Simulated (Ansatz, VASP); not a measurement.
## One calculation of Ge, two programs

```
Ge
1.0
     6.41323    0.00000    0.00000
    -3.20661    5.55402    0.00000
     0.00000    0.00000    6.70847
Ge
9
Direct
  0.00806 0.38160 0.35386
  0.61840 0.62646 0.68720
  0.37354 0.99194 0.02053
  0.61840 0.99194 0.31280
  0.37354 0.38160 0.97947
  0.00806 0.62646 0.64614
  0.46377 0.53623 0.33333
  0.46377 0.92755 0.66667
  0.07245 0.53623 0.00000
```

Alike in both runs: functional PBE; k mesh 6 × 6 × 6; occupations gaussian, width 0.1 eV; no spin polarisation.

Ansatz relaxed the structure, and its values are those at the end. VASP's run is a single point on that final structure, the one shown.

|  | VASP | Ansatz |
| --- | --- | --- |
| version | VASP 6.6.1 | Ansatz 0.2.0 |
| potentials or method | VASP PAW PBE potentials, release 64 (Ge_d), cutoff 520 eV | scalar-relativistic, plane waves, PAW |
| valence electrons in the cell | 126 | 126 |

|  | VASP | Ansatz | Ansatz less VASP |
| --- | --- | --- | --- |
| gap on the k mesh at the Fermi level (eV) | none | none | - |
| pressure (GPa) | 0.0 | 0.0 | +0.01 |

A gap of «none» marks a metal or a gap that the smearing closes. The functional is the same, so the differences come from potentials, cutoffs and numerics.
